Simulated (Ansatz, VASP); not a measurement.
**ZnS: VASP beside Ansatz**

```
Zn S
1.0
     0.00000    5.40400    5.40400
     5.40400    0.00000    5.40400
     5.40400    5.40400    0.00000
Zn S
8 8
Direct
  0.12500 0.12500 0.12500
  0.12500 0.12500 0.62500
  0.12500 0.62500 0.12500
  0.12500 0.62500 0.62500
  0.62500 0.12500 0.12500
  0.62500 0.12500 0.62500
  0.62500 0.62500 0.12500
  0.62500 0.62500 0.62500
  0.00000 0.00000 0.00000
  0.00000 0.00000 0.50000
  0.00000 0.50000 0.00000
  0.00000 0.50000 0.50000
  0.50000 0.00000 0.00000
  0.50000 0.00000 0.50000
  0.50000 0.50000 0.00000
  0.50000 0.50000 0.50000
```

Alike in both runs: task electric field gradients; functional r2SCAN; k mesh 4 × 4 × 4; no spin polarisation.

|  | VASP | Ansatz |
| --- | --- | --- |
| version | VASP 6.6.1 | Ansatz 0.2.0 |
| potentials or method | VASP PAW PBE potentials, release 64 (Zn, S) | plane-wave PAW, scalar-relativistic |
| plane-wave cutoff (eV) | 520 | 500 |
| occupations | gaussian, width 0.01 eV | fixed |
| valence electrons in the cell | 144 | 144 |

Ansatz gave:

| Property | Result |
| --- | --- |
| gap on the k mesh at the Fermi level (eV) | 2.66 |

Q: Estimate VASP's values.

A: gap on the k mesh at the Fermi level (eV): 2.67.

VASP's potentials were made for PBE, not for r2SCAN.
